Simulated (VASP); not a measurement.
Crystal: Re.

```
Re
1.0
     2.81495    0.00000    0.00000
    -1.40747    2.43782    0.00000
     0.00000    0.00000    4.54564
Re
2
Direct
  0.66667 0.33333 0.75000
  0.33333 0.66667 0.25000
```

Base run:

```yaml
Program: VASP 6.6.1
Functional: BLYP
Dispersion: D3(BJ)
Potentials_or_basis: VASP PAW PBE potentials, release 64 (Re)
Cutoff: 520 eV
k_mesh: 11 × 11 × 6
Occupations: fermi-dirac, width 0.05 eV
Spin: no spin polarisation
```

Its results: band gap on the k mesh zero (bands 7 and 8 overlap by 3.04 eV); pressure -15.9 GPa.

Task: After a change of settings the same cell gave: band gap on the k mesh zero (bands 7 and 8 overlap by 2.74 eV); pressure -12.2 GPa. Which change was it?
A. functional from BLYP to revPBE; dispersion from D3(BJ) to none
B. functional from BLYP to r2SCAN; dispersion from D3(BJ) to D4
C. functional from BLYP to RPBE; dispersion from D3(BJ) to D4

Result: A.

Caveats: the cell stands under tension; the PAW data sets were made with another functional, which shifts forces and pressure a little; spin-orbit coupling is left out, which moves the levels of the heavy elements; the dispersion term is far too large for a dense solid, which distorts pressure and volume (at least some runs).
